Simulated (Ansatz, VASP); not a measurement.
SnSe: VASP beside Ansatz

```
Sn Se
1.0
     0.00000    3.07843    2.89911
     3.07843    0.00000    2.89911
     3.07843    3.07843    0.00000
Sn Se
1 1
Direct
  0.00000 0.00000 0.00000
  0.50000 0.50000 0.50000
```

Change from the starting cell: strain +0.030 along x and y, -0.030 along z, atoms carried along.

Alike in both runs: task single point; functional PBE; dispersion D3(BJ); k mesh 10 × 10 × 10; occupations gaussian, width 0.05 eV; no spin polarisation.

```csv
,VASP,Ansatz
version,VASP 6.6.1,Ansatz 0.2.0
potentials or method,"VASP PAW PBE potentials, release 64 (Sn_d, Se), cutoff 520 eV","scalar-relativistic, plane waves, PAW"
valence electrons in the cell,20,30
```

|  | VASP | Ansatz | Ansatz less VASP |
| --- | --- | --- | --- |
| gap on the k mesh at the Fermi level (eV) | 0.44 | 0.45 | +0.002 |
| least direct gap on the mesh (eV) | 0.47 | 0.47 | 0.000 |
| pressure (GPa) | -1.0 | -0.9 | +0.02 |
| traceless stress, the component that is largest in VASP (GPa) | 5.27 | 5.26 | -0.016 |

VASP's potentials hold 20 valence electrons a cell and Ansatz's 30, so a difference there can come from the potentials and not from the codes.
